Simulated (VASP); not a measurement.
MgZr2N: single point with PBE

MgZr2N:

```xyz
4
Lattice="2.6926 1.5546 3.4982 -2.6926 1.5546 3.4982 0.0000 -3.1092 3.4982" Properties=species:S:1:pos:R:3 pbc="T T T"
Mg    0.0000    0.0000    5.2473
Zr    0.0000    0.0000    8.5428
Zr    0.0000    0.0000    1.9519
N     0.0000    0.0000    0.0000
```

The cell was generated, and may not be a known phase.

* Program: VASP 6.6.1
* Task: single point
* Functional: PBE
* Potentials or basis: VASP PAW PBE potentials, release 64 (Mg_sv, Zr_sv, N)
* Cutoff: 840 eV
* k mesh: 6 × 6 × 6
* Occupations: gaussian, width 0.1 eV
* Spin: collinear spin
* Starting moments: [0.0, 1.0, 1.0, 0.0] μB

| Quantity | Value |
| --- | --- |
| Pressure | 0.0 GPa |
| Largest force | 0.032 eV/Å |
| Net moment | 0.00 μB per cell |
| Valence electrons inside the program's atomic spheres | Mg 8.14; Zr 9.93; N 3.63 |

Forces on the atoms (eV/Å):
```
Mg   0.000  0.000  0.000
Zr   0.000  0.000 -0.032
Zr   0.000  0.000  0.032
N    0.000  0.000  0.000
```

Stress tensor (GPa, compression positive):
```
 0.04  0.00  0.00
 0.00  0.04  0.00
 0.00  0.00 -0.13
```

Levels at points of the mesh, in eV from the Fermi level:
Spin up:
```tsv
k point	band 17	band 18	band 19	band 20	band 21	band 22
(0.00, 0.00, 0.00)	-3.92	0.03	0.03	0.49	0.49	1.20
(0.50, 0.00, 0.00)	-2.20	-1.74	-0.49	-0.22	-0.08	1.64
(0.50, 0.50, 0.00)	-2.92	-1.10	-0.81	-0.60	0.58	0.95
(0.50, 0.50, 0.50)	-3.31	-1.36	-1.07	-1.07	0.57	0.57
```
Spin down:
```csv
k point,band 16,band 17,band 18,band 19,band 20,band 21,band 22,band 23
"(0.00, 0.00, 0.00)",-4.02,-3.92,0.03,0.03,0.49,0.49,1.20,1.20
"(0.50, 0.00, 0.00)",-3.70,-2.20,-1.74,-0.49,-0.22,-0.08,1.64,1.78
"(0.50, 0.50, 0.00)",-3.29,-2.92,-1.10,-0.81,-0.60,0.58,0.95,1.41
"(0.50, 0.50, 0.50)",-3.31,-3.31,-1.36,-1.07,-1.07,0.57,0.57,1.23
```

It took 5.4 min on 1 thread of Intel(R) Xeon(R) Platinum 8259CL CPU @ 2.50GHz (Skylake/Cascade Lake), with other jobs on the host, peak memory 0.58 GiB.
